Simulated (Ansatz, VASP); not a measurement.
One calculation of C, two programs

```
C
1.0
    -2.42911    2.44125    2.44125
     2.42911   -2.41696    2.41696
     2.42911    2.41696   -2.41696
C
8
Direct
  0.32546 0.00000 0.00000
  0.67454 0.67454 0.67454
  0.00000 0.32546 0.00000
  0.00000 0.00000 0.32546
  0.00000 0.67454 0.00000
  0.32546 0.32546 0.32546
  0.67454 0.00000 0.00000
  0.00000 0.00000 0.67454
```

Change from the starting cell: strain +0.0100 x Voigt [0, 0, 0, 1, 0, 0], atoms carried along.

Alike in both runs: task single point; functional r2SCAN; k mesh 8 × 8 × 8; occupations gaussian, width 0.05 eV; no spin polarisation.

```csv
,VASP,Ansatz
version,VASP 6.6.1,Ansatz 0.2.0
potentials or method,"VASP PAW PBE potentials, release 64 (C), cutoff 520 eV","scalar-relativistic, plane waves, PAW"
valence electrons in the cell,32,32
```

|  | VASP | Ansatz | Ansatz less VASP |
| --- | --- | --- | --- |
| gap on the k mesh at the Fermi level (eV) | 3.09 | 3.10 | +0.014 |
| least direct gap on the mesh (eV) | 4.06 | 4.09 | +0.037 |
| pressure (GPa) | 0.9 | 0.0 | -0.87 |
| traceless stress, the component that is largest in VASP (GPa) | -3.03 | -3.03 | -0.006 |
| rms of the force components (eV/Å) | 0.029 | 0.008 | -0.0217 |

VASP's potentials were made for PBE, not for r2SCAN. Atom by atom the forces differ by 0.026 eV/Å (rms over components).
